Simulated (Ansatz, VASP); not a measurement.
**One calculation of SnSe2, two programs**

File INCAR:

```
SYSTEM = SnSe2
PREC = Accurate ; ENCUT = 520
EDIFF = 1E-7 ; ISMEAR = 0
SIGMA = 0.05 ; LREAL = .FALSE.
LASPH = .TRUE. ; NELM = 60
ALGO = Normal ; ISIF = 2
LWAVE = .FALSE. ; LCHARG = .FALSE.
GGA = PE ; NBANDS = 20
```

KPOINTS

```
Automatic mesh
0
G
  12 12 4
  0 0 0
```

Contents of POSCAR:

```
SnSe2
1.0
    3.9298230194      0.0000000000      0.0000000000
   -1.9649115097      3.4033265672      0.0000000000
    0.0000000000      0.0000000000      6.9880221146
Sn Se
1 2
Direct
    0.0000000000      0.0000000000      0.0000000000
    0.3333333333      0.6666666667      0.2281493097
    0.6666666667      0.3333333333      0.7718506903
```

Input for Ansatz:

```yaml
crystal:
  lattice:
    - [3.9298230194, 0.0, 0.0]
    - [-1.9649115097, 3.4033265672, 0.0]
    - [0.0, 0.0, 6.9880221146]
  atoms:
    - { symbol: Sn, position: [0.0, 0.0, 0.0] }
    - { symbol: Se, position: [0.3333333333, 0.6666666667, 0.2281493097] }
    - { symbol: Se, position: [0.6666666667, 0.3333333333, 0.7718506903] }
basis:
  ecutwfc: 420
kpoints:
  mp_grid: { grid: [12, 12, 4] }
hamiltonian:
  xc: pbe
scf:
  occupations: { method: gaussian, width: 0.05 }
output:
  forces: true
  stress: true
  eigenvalues: true
  write_density: true
  write_potential: true
  elf: true
  volumetric_format: npy
```

Change from the starting cell: strain +0.0150 x Voigt [1, 1, 0, 0, 0, 0], atoms carried along.

Alike in both runs: task single point; functional PBE; k mesh 12 × 12 × 4; occupations gaussian, width 0.05 eV; no spin polarisation.

|  | VASP | Ansatz |
| --- | --- | --- |
| version | VASP 6.6.1 | Ansatz 0.2.0 |
| potentials or method | VASP PAW PBE potentials, release 64 (Sn_d, Se), cutoff 520 eV | scalar-relativistic, plane waves, PAW |
| valence electrons in the cell | 26 | 46 |

```tsv
	VASP	Ansatz	Ansatz less VASP
gap on the k mesh at the Fermi level (eV)	0.71	0.71	+0.002
least direct gap on the mesh (eV)	1.06	1.06	+0.002
pressure (GPa)	-1.4	-1.5	-0.04
traceless stress, the component that is largest in VASP (GPa)	0.61	0.61	-0.004
rms of the force components (eV/Å)	0.066	0.071	+0.0051
```

Atom by atom the forces differ by 0.005 eV/Å (rms over components). VASP's potentials hold 26 valence electrons a cell and Ansatz's 46, so a difference there can come from the potentials and not from the codes.
